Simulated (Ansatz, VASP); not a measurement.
## One calculation of K, two programs

Contents of POSCAR:

```
K
1.0
    4.3104394900      0.0000000000      0.0000000000
    0.0000000000      4.3104394900      0.0000000000
    0.0000000000      0.0000000000      4.6660507479
K
1
Direct
    0.0000000000      0.0000000000      0.0000000000
```

The input INCAR.step1:

```
ALGO = Normal
EDIFF = 1E-4
ENCUT = 520
GGA = PE
ISMEAR = 0
LASPH = True
LCHARG = False
LREAL = False
LWAVE = True
NBANDS = 10
NELM = 80
PREC = Accurate
SIGMA = 0.15
```

INCAR.step2

```
ALGO = Normal
EDIFF = 1E-6
ENCUT = 520
ISIF = 2
ISMEAR = 0
ISTART = 1
LASPH = True
LCHARG = True
LELF = True
LMIXTAU = True
LREAL = False
LVHAR = True
LWAVE = False
METAGGA = R2SCAN
NBANDS = 10
NELM = 80
PREC = Accurate
SIGMA = 0.15
```

KPOINTS

```
k-points
0
Gamma
  10 10 10
```

Input for Ansatz:

```yaml
crystal:
  lattice:
    - [4.31043949, 0.0, 0.0]
    - [0.0, 4.31043949, 0.0]
    - [0.0, 0.0, 4.6660507479]
  atoms:
    - { symbol: K, position: [0.0, 0.0, 0.0] }
basis:
  ecutwfc: 500
kpoints:
  mp_grid: { grid: [10, 10, 10] }
hamiltonian:
  xc: r2scan
scf:
  occupations: { method: gaussian, width: 0.15 }
output:
  forces: true
  stress: true
  eigenvalues: true
  write_density: true
  write_potential: true
  elf: true
  volumetric_format: npy
```

Change from the starting cell: normal strain along x +0.0000, normal strain along z +0.0825.

Alike in both runs: task single point; functional r2SCAN; k mesh 10 × 10 × 10; occupations gaussian, width 0.15 eV; no spin polarisation.

|  | VASP | Ansatz |
| --- | --- | --- |
| version | VASP 6.6.1 | Ansatz 0.2.0 |
| potentials or method | VASP PAW PBE potentials, release 64 (K_sv), cutoff 520 eV | scalar-relativistic, plane waves, PAW |
| valence electrons in the cell | 9 | 9 |

|  | VASP | Ansatz | Ansatz less VASP |
| --- | --- | --- | --- |
| gap on the k mesh at the Fermi level (eV) | none | none | - |
| pressure (GPa) | -0.2 | -0.2 | +0.02 |
| traceless stress, the component that is largest in VASP (GPa) | -0.41 | -0.41 | +0.002 |

VASP's potentials were made for PBE, not for r2SCAN. A gap of «none» marks a metal or a gap that the smearing closes.
